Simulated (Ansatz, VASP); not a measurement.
**One calculation of C, two programs**

```
C
1.0
    -1.23249   -2.13474    0.00000
     1.23249   -2.13474    0.00000
     0.00000    0.00000   13.97687
C
8
Direct
  0.00000 0.00000 0.84365
  0.00000 0.00000 0.36154
  0.00000 0.00000 0.12048
  0.00000 0.00000 0.60259
  0.66667 0.66667 0.84365
  0.66667 0.66667 0.36154
  0.33333 0.33333 0.12048
  0.33333 0.33333 0.60259
```

Alike in both runs: task single point; functional PBE; dispersion D3(BJ); k mesh 22 × 22 × 4; occupations gaussian, width 0.15 eV; no spin polarisation.

```csv
,VASP,Ansatz
version,VASP 6.6.1,Ansatz 0.2.0
potentials or method,"VASP PAW PBE potentials, release 64 (C), cutoff 520 eV","scalar-relativistic, plane waves, PAW"
valence electrons in the cell,32,32
```

VASP gave:

```
gap on the k mesh at the Fermi level (eV)                     : 0.36
least direct gap on the mesh (eV)                             : 0.36
pressure (GPa)                                                : 0.3
traceless stress, the component that is largest in VASP (GPa) : -0.84
rms of the force components (eV/Å)                            : 0.014
```

Task: Which values does Ansatz return?

Result: gap on the k mesh at the Fermi level (eV): 0.36; least direct gap on the mesh (eV): 0.36; pressure (GPa): -0.1; traceless stress, the component that is largest in VASP (GPa): -0.34; rms of the force components (eV/Å): 0.014.

Atom by atom the forces differ by 0.000 eV/Å (rms over components).
